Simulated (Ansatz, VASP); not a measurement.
# Two plane-wave programs on Pb2O

```
Pb O
1.0
     5.47579    0.00000    0.00000
     0.00000    5.47579    0.00000
     0.00000    0.00000    5.47579
Pb O
4 2
Direct
  0.25000 0.25000 0.25000
  0.75000 0.75000 0.25000
  0.25000 0.75000 0.75000
  0.75000 0.25000 0.75000
  0.00000 0.00000 0.00000
  0.50000 0.50000 0.50000
```

Alike in both runs: functional PBE; k mesh 8 × 8 × 8; occupations gaussian, width 0.1 eV; no spin polarisation.

Ansatz relaxed the structure, and its values are those at the end. VASP's run is a single point on that final structure, the one shown.

|  | VASP | Ansatz |
| --- | --- | --- |
| version | VASP 6.6.1 | Ansatz 0.2.0 |
| potentials or method | VASP PAW PBE potentials, release 64 (Pb_d, O), cutoff 520 eV | scalar-relativistic, plane waves, PAW |
| valence electrons in the cell | 68 | 68 |

```csv
,VASP,Ansatz,Ansatz less VASP
gap on the k mesh at the Fermi level (eV),none,none,-
pressure (GPa),0.0,0.0,+0.01
```

A gap of «none» marks a metal or a gap that the smearing closes. The functional is the same, so the differences come from potentials, cutoffs and numerics.

Spin-orbit coupling is off throughout.
